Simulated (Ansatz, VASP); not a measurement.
**One calculation of ZnAu, two programs**

INCAR

```
  PREC = Accurate
  ENCUT = 520
  EDIFF = 1E-6
  ISMEAR = -1
  SIGMA = 0.05
  LREAL = False
  LASPH = True
  NELM = 100
  ALGO = Fast
  ISIF = 2
  LWAVE = False
  LCHARG = False
  GGA = PS
  NBANDS = 18
```

KPOINTS

```
regular mesh
0
Gamma
  8 8 8
```

File POSCAR:

```
ZnAu
1.0
    3.1470000000      0.0000000000      0.0000000000
    0.0000000000      3.1470000000      0.0000000000
    0.0000000000      0.0000000000      3.1470000000
Au Zn
1 1
Direct
    0.0044500000     -0.0030310000     -0.0105960000
    0.4851550000      0.5154480000      0.5024370000
```

File input.yaml:

```yaml
crystal:
  lattice:
    - [3.147, 0.0, 0.0]
    - [0.0, 3.147, 0.0]
    - [0.0, 0.0, 3.147]
  atoms:
    - { symbol: Au, position: [0.00445, -0.003031, -0.010596] }
    - { symbol: Zn, position: [0.485155, 0.515448, 0.502437] }
hamiltonian:
  xc: pbesol
  pseudopotentials: { kind: paw }
kpoints:
  mp_grid: { grid: [8, 8, 8] }
scf:
  occupations: { method: fermi_dirac, width: 0.05 }
output:
  forces: true
  stress: true
  eigenvalues: true
```

Change from the starting cell: atoms moved at random, drawn with an rms of 0.05 Å.

Alike in both runs: task single point; functional PBEsol; k mesh 8 × 8 × 8; occupations fermi-dirac, width 0.05 eV; no spin polarisation.

|  | VASP | Ansatz |
| --- | --- | --- |
| version | VASP 6.6.1 | Ansatz 0.2.0 |
| potentials or method | VASP PAW PBE potentials, release 64 (Au, Zn) | Ansatz PAW |
| plane-wave cutoff (eV) | 520 | 420 |
| valence electrons in the cell | 23 | 31 |

VASP gave:

```
gap on the k mesh at the Fermi level (eV)                     : none
pressure (GPa)                                                : -1.5
traceless stress, the component that is largest in VASP (GPa) : -0.34
rms of the force components (eV/Å)                            : 0.194
```

Which values does Ansatz return?

gap on the k mesh at the Fermi level (eV): none; pressure (GPa): -1.7; traceless stress, the component that is largest in VASP (GPa): -0.34; rms of the force components (eV/Å): 0.190.

VASP's potentials were made for PBE, not for PBEsol. Atom by atom the forces differ by 0.004 eV/Å (rms over components). A gap of «none» marks a metal or a gap that the smearing closes. VASP's potentials hold 23 valence electrons a cell and Ansatz's 31, so a difference there can come from the potentials and not from the codes.

Neither program's run includes spin-orbit coupling.
